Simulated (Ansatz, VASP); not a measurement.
**Ta2N in VASP and in Ansatz**

Contents of INCAR:

```
ALGO = Normal
EDIFF = 1E-6
ENCUT = 520
ISIF = 2
ISMEAR = 0
LASPH = True
LCHARG = False
LREAL = False
LWAVE = False
NBANDS = 50
NELM = 80
PREC = Accurate
SIGMA = 0.15
```

File KPOINTS:

```
k-points
0
Gamma
  9 9 8
```

The input POSCAR:

```
Ta2N
1.0
    5.2641495424      0.0000000000      0.0000000000
   -2.6320747712      4.5588872330      0.0000000000
    0.0000000000      0.0000000000      4.8182760762
Ta N
6 3
Direct
    0.6430231761      0.6430231761      0.7526041962
    0.0000000000      0.3569768239      0.7526041962
    0.3569768239      0.0000000000      0.7526041962
    0.3569768239      0.3569768239      0.2473958038
    0.0000000000      0.6430231761      0.2473958038
    0.6430231761      0.0000000000      0.2473958038
    0.6666666667      0.3333333333      0.5000000000
    0.3333333333      0.6666666667      0.5000000000
    0.0000000000      0.0000000000      0.0000000000
```

Input for Ansatz:

```yaml
crystal:
  lattice:
    - [5.2641495424, 0.0, 0.0]
    - [-2.6320747712, 4.558887233, 0.0]
    - [0.0, 0.0, 4.8182760762]
  atoms:
    - { symbol: Ta, position: [0.6430231761, 0.6430231761, 0.7526041962] }
    - { symbol: Ta, position: [0.0, 0.3569768239, 0.7526041962] }
    - { symbol: Ta, position: [0.3569768239, 0.0, 0.7526041962] }
    - { symbol: Ta, position: [0.3569768239, 0.3569768239, 0.2473958038] }
    - { symbol: Ta, position: [0.0, 0.6430231761, 0.2473958038] }
    - { symbol: Ta, position: [0.6430231761, 0.0, 0.2473958038] }
    - { symbol: "N", position: [0.6666666667, 0.3333333333, 0.5] }
    - { symbol: "N", position: [0.3333333333, 0.6666666667, 0.5] }
    - { symbol: "N", position: [0.0, 0.0, 0.0] }
basis:
  ecutwfc: 520.0
kpoints:
  mp_grid: { grid: [9, 9, 8] }
hamiltonian:
  xc: lda
  pseudopotentials: { kind: paw, azcp: { folder: soft_1 } }
scf:
  occupations: { method: gaussian, width: 0.15 }
output:
  forces: true
  stress: true
  eigenvalues: true
```

Alike in both runs: task single point; functional LDA; k mesh 9 × 9 × 8; occupations gaussian, width 0.15 eV; no spin polarisation.

|  | VASP | Ansatz |
| --- | --- | --- |
| version | VASP 6.6.1 | Ansatz 0.2.0 |
| potentials or method | VASP PAW LDA potentials, release 64 (Ta_pv, N), cutoff 520 eV | scalar-relativistic, plane waves, PAW |
| valence electrons in the cell | 81 | 93 |

Ansatz gave:

* gap on the k mesh at the Fermi level (eV): none
* pressure (GPa): 4.4
* traceless stress, the component that is largest in VASP (GPa): 4.75
* rms of the force components (eV/Å): 1.556

Which values does VASP return?

gap on the k mesh at the Fermi level (eV): none; pressure (GPa): 6.0; traceless stress, the component that is largest in VASP (GPa): 4.75; rms of the force components (eV/Å): 1.571.

Ansatz warns that its potentials were made for another functional, while VASP's fit it. LDA's correlation is that of Perdew and Zunger in VASP and of Perdew and Wang (1992) in Ansatz. Atom by atom the forces differ by 0.018 eV/Å (rms over components). A gap of «none» marks a metal or a gap that the smearing closes. VASP's potentials hold 81 valence electrons a cell and Ansatz's 93, so a difference there can come from the potentials and not from the codes.

Neither program's run includes spin-orbit coupling.
